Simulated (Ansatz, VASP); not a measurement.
# Two plane-wave programs on WS2

INCAR

```
SYSTEM = WS2
  PREC = Accurate
  ENCUT = 520
  EDIFF = 1E-6
  ISMEAR = 0
  SIGMA = 0.02
  LREAL = .FALSE.
  LASPH = .TRUE.
  NELM = 60
  ALGO = Normal
  ISIF = 2
  LWAVE = .FALSE.
  LCHARG = .FALSE.
  GGA = PS
  IBRION = 2
  NSW = 60
  EDIFFG = -0.008
```

KPOINTS

```
Automatic mesh
0
G
  12 12 2
  0 0 0
```

The input POSCAR:

```
WS2
1.0
    3.1457762274      0.0000000000      0.0000000000
   -1.5728881137      2.7243221276      0.0000000000
    0.0000000000      0.0000000000     17.4620236936
W S
1 2
Direct
    0.3333333333      0.6666666667      0.0000000000
    0.6666666667      0.3333333333      0.9089535471
    0.6666666667      0.3333333333      0.0910464529
```

Input for Ansatz:

```yaml
crystal:
  lattice:
    - [3.1457762274, 0.0, 0.0]
    - [-1.5728881137, 2.7243221276, 0.0]
    - [0.0, 0.0, 17.4620236936]
  atoms:
    - { symbol: W, position: [0.3333333333, 0.6666666667, 0.0] }
    - { symbol: S, position: [0.6666666667, 0.3333333333, 0.9089535471] }
    - { symbol: S, position: [0.6666666667, 0.3333333333, 0.0910464529] }
basis:
  ecutwfc: 420
kpoints:
  mp_grid: { grid: [12, 12, 2] }
hamiltonian:
  xc: pbesol
scf:
  occupations: { method: gaussian, width: 0.02 }
output:
  forces: true
  stress: true
  eigenvalues: true
relax:
  adjacent_minimum: "off"
  f_tol: 0.008
  max_steps: 40
```

Change from the starting cell: strain along c alone, the other axes held, atoms relaxed: +3.0 %.

Alike in both runs: task relaxation of the atoms; functional PBEsol; k mesh 12 × 12 × 2; occupations gaussian, width 0.02 eV; no spin polarisation.

|  | VASP | Ansatz |
| --- | --- | --- |
| version | VASP 6.6.1 | Ansatz 0.2.0 |
| potentials or method | VASP PAW PBE potentials, release 64 (W_sv, S), cutoff 520 eV | scalar-relativistic, plane waves, PAW |
| valence electrons in the cell | 26 | 26 |

```tsv
	VASP	Ansatz	Ansatz less VASP
gap on the k mesh at the Fermi level, each at its own relaxed structure (eV)	1.94	1.94	-0.008
```

VASP's potentials were made for PBE, not for PBEsol. Ansatz's warnings: stress scf threshold loose.

Neither program's run includes spin-orbit coupling.
